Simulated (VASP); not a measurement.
A run of VASP 6.6.1:

The input INCAR:

```
ALGO = Normal
DIPOL = 0.5 0.5 0.400
EDIFF = 1E-7
ENCUT = 520
GGA = PE
IDIPOL = 3
ISIF = 2
ISMEAR = 0
LASPH = True
LCHARG = False
LDIPOL = True
LREAL = False
LWAVE = False
NBANDS = 24
NELM = 100
PREC = Accurate
SIGMA = 0.1
```

File KPOINTS:

```
k-points
0
Gamma
  9 9 1
```

The input POSCAR:

```
Al8N
1.0
    2.8543223330      0.0000000000      0.0000000000
   -1.4271611665      2.4719156510      0.0000000000
    0.0000000000      0.0000000000     33.4760593533
Al N
8 1
Direct
    0.3333333333      0.6666666667      0.1194883770
    0.0000000000      0.0000000000      0.1895622803
    0.6666666667      0.3333333333      0.2596361837
    0.0000000000      0.0000000000      0.3297100869
    0.3333333333      0.6666666667      0.3992195594
    0.0000000000      0.0000000000      0.4696536480
    0.6666666667      0.3333333333      0.5400996810
    0.0000000000      0.0000000000      0.6116627748
    0.0000000000      0.0000000000      0.6854468476
```

Potentials or basis: VASP PAW PBE potentials, release 64 (Al, N).

The run is started by

```console
$ cat potpaw_PBE.64/Al/POTCAR potpaw_PBE.64/N/POTCAR > POTCAR
$ mpirun -np 1 vasp_std > vasp.out
```

Hardware: 1 thread of Intel(R) Xeon(R) Platinum 8488C (Sapphire Rapids), with other jobs on the host.

Problem. How long does it take, and how much memory?

Solution. Wall time 5.9 min on 1 thread of Intel(R) Xeon(R) Platinum 8488C (Sapphire Rapids), on a shared host, peak memory 0.38 GiB. Counts: scf iterations 30, k points 12.
